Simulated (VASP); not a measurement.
# MoS2 (P-3m1) in VASP: single point with PBE+D3(BJ)

Aim: the single point of MoS2 with PBE+D3(BJ).

Everything below comes from runs of VASP 6.6.1. Logs are shortened: lines on timing, memory, paths and dates and some standing lists are left out, and cuts for length are marked.

## 1. The cell of the first run

The typed cell holds 6 atoms: a = 3.149 Å, b = 3.149 Å, c = 12.096 Å, α = 90.00°, β = 90.00°, γ = 120.00°.

## 2. Single point, PBE+D3(BJ)

Contents of INCAR:

```
SYSTEM = MoS2
ALGO = Normal
EDIFF = 1E-6
ENCUT = 520
GGA = PE
ISIF = 2
ISMEAR = 0
IVDW = 12
LASPH = .TRUE.
LCHARG = .FALSE.
LREAL = .FALSE.
LWAVE = .FALSE.
NBANDS = 35
NELM = 80
PREC = Accurate
SIGMA = 0.05
```

Contents of KPOINTS:

```
k-points
0
G
  12 12 4
  0 0 0
```

Contents of POSCAR:

```
MoS2
1.0
    3.1493479319      0.0000000000      0.0000000000
   -1.5746739660      2.7274153144      0.0000000000
    0.0000000000      0.0000000000     12.0957854159
Mo S
2 4
Direct
    0.6666666667      0.3333333333      0.2501439769
    0.3333333333      0.6666666667      0.7498560231
    0.3333333333      0.6666666667      0.3795985159
    0.6666666667      0.3333333333      0.8793132861
    0.3333333333      0.6666666667      0.1206867139
    0.6666666667      0.3333333333      0.6204014841
```

Potentials or basis: VASP PAW PBE potentials, release 64 (Mo_sv, S).

The run is started by

```console
> cat potpaw_PBE.64/Mo_sv/POTCAR potpaw_PBE.64/S/POTCAR > POTCAR
> mpirun -np 1 vasp_std > vasp.out
```

OUTCAR:

```text
SYSTEM = MoS2
   EDIFF = 1E-6
   ENCUT = 520
   GGA = PE
   ISIF = 2
   ISMEAR = 0
   IVDW = 12
   LASPH = .TRUE.
   LREAL = .FALSE.
   NELM = 80
   PREC = Accurate
 IVDW          = 12

 ion  position               nearest neighbor table
   1  0.667  0.333  0.250-   3 2.40   3 2.40   3 2.40   5 2.40   5 2.40   5 2.40
   2  0.333  0.667  0.750-   6 2.40   6 2.40   6 2.40   4 2.40   4 2.40   4 2.40
   3  0.333  0.667  0.380-   1 2.40   1 2.40   1 2.40
   4  0.667  0.333  0.879-   2 2.40   2 2.40   2 2.40
   5  0.333  0.667  0.121-   1 2.40   1 2.40   1 2.40
   6  0.667  0.333  0.620-   2 2.40   2 2.40   2 2.40

  LATTYP: Found a hexagonal cell.
 ALAT       =     3.1493479319
 C/A-ratio  =     3.8407269306

  Lattice vectors:

 A1 = (   3.1493479319,   0.0000000000,   0.0000000000)
 A2 = (  -1.5746739660,   2.7274153144,   0.0000000000)
 A3 = (   0.0000000000,   0.0000000000,  12.0957854159)

Analysis of symmetry for initial positions (statically):
=====================================================================
 Subroutine PRICEL returns:
 Original cell was already a primitive cell.

 Routine SETGRP: Setting up the symmetry group for a
 hexagonal supercell.

 Subroutine GETGRP returns: Found 12 space group operations
 (whereof 12 operations were pure point group operations)
 out of a pool of 24 trial point group operations.

The static configuration has the point symmetry D_3d.

Analysis of symmetry for dynamics (positions and initial velocities):
=====================================================================
 Subroutine PRICEL returns:
 Original cell was already a primitive cell.

 Routine SETGRP: Setting up the symmetry group for a
 hexagonal supercell.

 Subroutine GETGRP returns: Found 12 space group operations
 (whereof 12 operations were pure point group operations)
 out of a pool of 24 trial point group operations.

The dynamic configuration has the point symmetry D_3d.

 Subroutine INISYM returns: Found 12 space group operations
 (whereof 12 operations are pure point group operations),
 and found     1 'primitive' translations

----------------------------------------------------------------------------------------

                                     Primitive cell

  volume of cell :     103.8977

  direct lattice vectors                    reciprocal lattice vectors
     3.149347932  0.000000000  0.000000000     0.317526047  0.183323749  0.000000000
    -1.574673966  2.727415314  0.000000000     0.000000000  0.366647498  0.000000000
     0.000000000  0.000000000 12.095785416     0.000000000  0.000000000  0.082673424

  length of vectors
     3.149347932  3.149347932 12.095785416     0.366647498  0.366647498  0.082673424

  position of ions in fractional coordinates (direct lattice)
     0.666666667  0.333333333  0.250143977
     0.333333333  0.666666667  0.749856023
     0.333333333  0.666666667  0.379598516
     0.666666667  0.333333333  0.879313286
     0.333333333  0.666666667  0.120686714
     0.666666667  0.333333333  0.620401484

  ion indices of the primitive-cell ions
   primitive index   ion index
                 1           1
                 2           2
                 3           3
                 4           4
                 5           5
                 6           6

----------------------------------------------------------------------------------------

 KPOINTS: k-points

Automatic generation of k-mesh.
 Grid dimensions read from file:
 generate k-points for:   12   12    4

 Generating k-lattice:

  Cartesian coordinates                     Fractional coordinates (reciprocal lattice)
     0.026460504  0.015276979  0.000000000     0.083333333  0.000000000  0.000000000
     0.000000000  0.030553958  0.000000000     0.000000000  0.083333333  0.000000000
     0.000000000  0.000000000  0.020668356     0.000000000  0.000000000  0.250000000

  Length of vectors
     0.030553958  0.030553958  0.020668356

  Shift w.r.t. Gamma in fractional coordinates (k-lattice)
     0.000000000  0.000000000  0.000000000

 Subroutine IBZKPT returns following result:
 ===========================================

 Found     69 irreducible k-points:

 Following reciprocal coordinates:
            Coordinates               Weight
  0.000000  0.000000  0.000000      1.000000
  0.083333 -0.000000  0.000000      6.000000
  0.166667  0.000000  0.000000      6.000000
  0.250000  0.000000  0.000000      6.000000
  0.333333  0.000000  0.000000      6.000000
  0.416667  0.000000  0.000000      6.000000
[... 16 lines left out ...]
  0.166667  0.000000  0.250000      6.000000
  0.000000  0.166667  0.250000      6.000000
 [... further k-points ...]
   k-points           NKPTS =     69   k-points in BZ     NKDIM =     69   number of bands    NBANDS=     35
   number of dos      NEDOS =    301   number of ions     NIONS =      6
   total plane-waves  NPLWV =  51840
   dimension x,y,z NGX =    24 NGY =   24 NGZ =   90
   dimension x,y,z NGXF=    48 NGYF=   48 NGZF=  180
   ions per type =               2   4
   NGX,Y,Z   is equivalent  to a cutoff of  12.67, 12.67, 12.37 a.u.
   NGXF,Y,Z  is equivalent  to a cutoff of  25.34, 25.34, 24.74 a.u.
 SYSTEM =  MoS2
   PREC   = accura    normal or accurate (medium, high low for compatibility)
   ISTART =      0    job   : 0-new  1-cont  2-samecut
   ICHARG =      2    charge: 1-file 2-atom 10-const
   ISPIN  =      1    spin polarized calculation?
   LNONCOLLINEAR =      F non collinear calculations
   LSORBIT =      F    spin-orbit coupling
   LASPH  =      T    aspherical Exc in radial PAW
   ENCUT  =  520.0 eV  38.22 Ry    6.18 a.u.   5.86  5.86 22.49*2*pi/ulx,y,z
   NELM   =     80;   NELMIN=  2; NELMDL= -5     # of ELM steps
   EDIFF  = 0.1E-05   stopping-criterion for ELM
   LREAL  =      F    real-space projection
   EDIFFG = 0.1E-04   stopping-criterion for IOM
   NSW    =      0    number of steps for IOM
   IBRION =     -1    ionic relax: 0-MD 1-quasi-New 2-CG
   NFREE  =      0    steps in history (QN), initial steepest desc. (CG)
   ISIF   =      2    stress and relaxation
   ISYM   =      2    0-nonsym 1-usesym 2-fastsym
   POTIM  = 0.5000    time-step for ionic-motion
   TEBEG  =    0.0;   TEEND  =   0.0 temperature during run
   PSTRESS=    0.0 pullay stress
   NELECT =      52.0000    total number of electrons
   NUPDOWN=      -1.0000    fix difference up-down
   EMIN   =  10.00;   EMAX   =-10.00  energy-range for DOS
   EFERMI =   0.00;   METHOD = LEGACY
   ISMEAR =     0;   SIGMA  =   0.05  broadening in eV -4-tet -1-fermi 0-gaus
   EFERMI_NEDOS =   21; number of points for ismear=-14 and -15
   IALGO  =     38    algorithm
   IMIX   =      4    mixing-type and parameters
     AMIX     =   0.40;   BMIX     =  1.00
     AMIX_MAG =   1.60;   BMIX_MAG =  1.00
  volume/ion in A,a.u.               =      17.32       116.86
  Fermi-wavevector in a.u.,A,eV,Ry     =   1.299792  2.456251 22.986498  1.689460
  Thomas-Fermi vector in A             =   2.431033
   LORBIT       =      0    0 simple, 1 ext, 2 COOP (PROOUT), +10 PAW based schemes
   GGA     = PE    functional components
   LHFCALC =     F    Hartree Fock is set to
   AEXX    =    0.0000 exact exchange contribution
   IVDW    =    12    specifies the selected vdW correction
   LEPSILON=     F    determine dielectric tensor
   LRPA    =     F    only Hartree local field effects (RPA)
 non-spin polarized calculation
 Gauss-broadening in eV      SIGMA  =   0.05
  energy-cutoff  :      520.00
  volume of cell :      103.90
 maximum number of plane-waves:      2820
   NGX = 11   NGY = 11   NGZ = 45

 number of electron      52.0000002 magnetization

 Free energy of the ion-electron system (eV)
  ---------------------------------------------------
  ext. energy  EPLUGINS =         0.00000000
  ---------------------------------------------------
  free energy    TOTEN  =       -43.54665321 eV

  energy without entropy =      -43.54665321  energy(sigma->0) =      -43.54665321

 E-fermi :   8.2594     XC(G=0): -11.0114

 val. band max:        7.9381399640   @ k =   0.0000   0.0000   0.0000
 cond. band min:       8.7409996968   @ k =   0.1667   0.1667   0.0000
 fundamental gap:      0.8028597327
 Fermi energy:         8.2593929136

 k-point     1 :       0.0000    0.0000    0.0000
  band No.  band energies     occupation
      1     -53.5976      2.00000
      2     -53.5976      2.00000
      3     -27.7614      2.00000
      4     -27.7613      2.00000
      5     -27.5199      2.00000
      6     -27.5199      2.00000
[... 27 lines left out ...]
     34      10.3940      0.00000
     35      13.5757      0.00000

 k-point     2 :       0.0833   -0.0000    0.0000
  band No.  band energies     occupation
      1     -53.5948      2.00000
      2     -53.5948      2.00000
      3     -27.7558      2.00000
      4     -27.7557      2.00000
      5     -27.5484      2.00000
      6     -27.5484      2.00000
[... 27 lines left out ...]
     34      10.2882      0.00000
     35      14.0773      0.00000

 k-point     3 :       0.1667    0.0000    0.0000
  band No.  band energies     occupation
      1     -53.5869      2.00000
      2     -53.5869      2.00000
      3     -27.7405      2.00000
      4     -27.7403      2.00000
      5     -27.6256      2.00000
      6     -27.6256      2.00000
[... 27 lines left out ...]
     34      10.7392      0.00000
     35      15.0998      0.00000

 k-point     4 :       0.2500    0.0000    0.0000
  band No.  band energies     occupation
      1     -53.5761      2.00000
      2     -53.5761      2.00000
      3     -27.7296      2.00000
      4     -27.7295      2.00000
      5     -27.7194      2.00000
      6     -27.7194      2.00000
[... 27 lines left out ...]
     34      11.2234      0.00000
     35      15.3769      0.00000

 k-point     5 :       0.3333    0.0000    0.0000
  band No.  band energies     occupation
      1     -53.5653      2.00000
      2     -53.5653      2.00000
      3     -27.8319      2.00000
      4     -27.8319      2.00000
      5     -27.6984      2.00000
      6     -27.6983      2.00000
[... 638 lines left out ...]
 k-point    22 :       0.0000    0.0833    0.2500
  band No.  band energies     occupation
      1     -53.5948      2.00000
      2     -53.5948      2.00000
      3     -27.7558      2.00000
      4     -27.7557      2.00000
      5     -27.5484      2.00000
      6     -27.5484      2.00000
[... 27 lines left out ...]
     34      10.2899      0.00000
     35      14.0915      0.00000

 k-point    23 :       0.1667    0.0000    0.2500
  band No.  band energies     occupation
      1     -53.5869      2.00000
      2     -53.5869      2.00000
      3     -27.7404      2.00000
      4     -27.7404      2.00000
      5     -27.6256      2.00000
      6     -27.6256      2.00000
[... 27 lines left out ...]
     34      10.7212      0.00000
     35      15.2172      0.00000

 k-point    24 :       0.0000    0.1667    0.2500
  band No.  band energies     occupation
      1     -53.5869      2.00000
      2     -53.5869      2.00000
      3     -27.7404      2.00000
      4     -27.7404      2.00000
      5     -27.6256      2.00000
      6     -27.6256      2.00000
[... 27 lines left out ...]
     34      10.7212      0.00000
     35      15.1375      0.00000

 [... further k-points ...]

------------------------ aborting loop because EDIFF is reached ----------------------------------------

 Edisp (eV)   -2.62373

 E8    (eV) :    -1.0579

  FORCE on cell =-STRESS in cart. coord.  units (eV):
  Direction    XX          YY          ZZ          XY          YZ          ZX
  --------------------------------------------------------------------------------------
  -------------------------------------------------------------------------------------
  Total      -0.08814    -0.08814    -0.14139     0.00000    -0.00000     0.00000
  in kB      -1.35912    -1.35912    -2.18030     0.00000    -0.00000     0.00000
  external pressure =       -1.63 kB  Pullay stress =        0.00 kB

 VOLUME and BASIS-vectors are now :
 -----------------------------------------------------------------------------
  energy-cutoff  :      520.00
  volume of cell :      103.90
      direct lattice vectors                 reciprocal lattice vectors
     3.149347932  0.000000000  0.000000000     0.317526047  0.183323749  0.000000000
    -1.574673966  2.727415314  0.000000000     0.000000000  0.366647498  0.000000000
     0.000000000  0.000000000 12.095785416     0.000000000  0.000000000  0.082673424

 POSITION                                       TOTAL-FORCE (eV/Angst)
 -----------------------------------------------------------------------------------
      1.57467      0.90914      3.02569         0.000000     -0.000000     -0.001291
     -0.00000      1.81828      9.07010        -0.000000      0.000000      0.001291
     -0.00000      1.81828      4.59154         0.000000     -0.000000     -0.014194
      1.57467      0.90914     10.63598        -0.000000      0.000000     -0.011520
     -0.00000      1.81828      1.45980        -0.000000     -0.000000      0.011520
      1.57467      0.90914      7.50424        -0.000000      0.000000      0.014194
 -----------------------------------------------------------------------------------
    total drift:                                0.000000      0.000000      0.000000

  FREE ENERGIE OF THE ION-ELECTRON SYSTEM (eV)
  ---------------------------------------------------
  free  energy   TOTEN  =       -46.1703794953 eV

  energy  without entropy=      -46.1703794953  energy(sigma->0) =      -46.17037950
```

Run time: 4.4 min. Hardware: 1 thread of Intel Xeon 8259CL, shared host; peak memory 0.35 GiB.

Results:

| Item | Value |
| --- | --- |
| Free energy | -46.1704 eV |
| Pressure | -0.2 GPa |
| Largest force | 0.014 eV/Å |
| Band gap on the k mesh | 0.80 eV (least direct gap 1.70 eV) |
| Dispersion energy per atom | -0.437 eV |

Forces in eV/Å, atoms in the order of the input:
```
Mo   0.000  0.000 -0.001
Mo   0.000  0.000  0.001
S    0.000  0.000 -0.014
S    0.000  0.000 -0.012
S    0.000  0.000  0.012
S    0.000  0.000  0.014
```

Stress tensor (GPa, compression positive):
```
-0.14  0.00  0.00
 0.00 -0.14  0.00
 0.00  0.00 -0.22
```

A k mesh can miss the band edges.
